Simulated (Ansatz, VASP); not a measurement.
## AlP in VASP and in Ansatz

INCAR

```
SYSTEM = AlP
  PREC = Accurate
  ENCUT = 500
  EDIFF = 1E-6
  ISMEAR = 0
  SIGMA = 0.05
  LREAL = .FALSE.
  LASPH = .TRUE.
  NELM = 120
  ALGO = Normal
  ISIF = 2
  LWAVE = .FALSE.
  LCHARG = .FALSE.
  GGA = B5
  ALDAX = 1.0
  AGGAX = 1.0
  AGGAC = 1.0
  ALDAC = 0.0
  NBANDS = 11
  GGA_COMPAT = .FALSE.
```

KPOINTS

```
Automatic mesh
0
G
  8 8 8
  0 0 0
```

Contents of POSCAR:

```
AlP
1.0
    0.0000000000      2.7564126512      2.7564126512
    2.7564126512      0.0000000000      2.7564126512
    2.7564126512      2.7564126512      0.0000000000
Al P
1 1
Direct
    0.0000000000      0.0000000000      0.0000000000
    0.7500000000      0.7500000000      0.7500000000
```

Input for Ansatz:

```yaml
crystal:
  lattice:
    - [0.0, 2.7564126512, 2.7564126512]
    - [2.7564126512, 0.0, 2.7564126512]
    - [2.7564126512, 2.7564126512, 0.0]
  atoms:
    - { symbol: Al, position: [0.0, 0.0, 0.0] }
    - { symbol: P, position: [0.75, 0.75, 0.75] }
basis:
  ecutwfc: 420
  ecutrho_ratio: 4
kpoints:
  mp_grid: { grid: [8, 8, 8] }
hamiltonian:
  xc: blyp
scf:
  occupations: { method: gaussian, width: 0.05 }
output:
  forces: true
  stress: true
  eigenvalues: true
```

Alike in both runs: task single point; functional BLYP; k mesh 8 × 8 × 8; occupations gaussian, width 0.05 eV; no spin polarisation.

|  | VASP | Ansatz |
| --- | --- | --- |
| version | VASP 6.6.1 | Ansatz 0.2.0 |
| potentials or method | VASP PAW PBE potentials, release 64 (Al, P), cutoff 500 eV | scalar-relativistic, plane waves, PAW |
| valence electrons in the cell | 8 | 8 |

Ansatz gave:

- gap on the k mesh at the Fermi level (eV): 1.89
- least direct gap on the mesh (eV): 3.13
- pressure (GPa): 2.1

Problem. Which values does VASP return?

Solution. gap on the k mesh at the Fermi level (eV): 1.89; least direct gap on the mesh (eV): 3.14; pressure (GPa): 2.2.

VASP's potentials were made for PBE, not for BLYP.
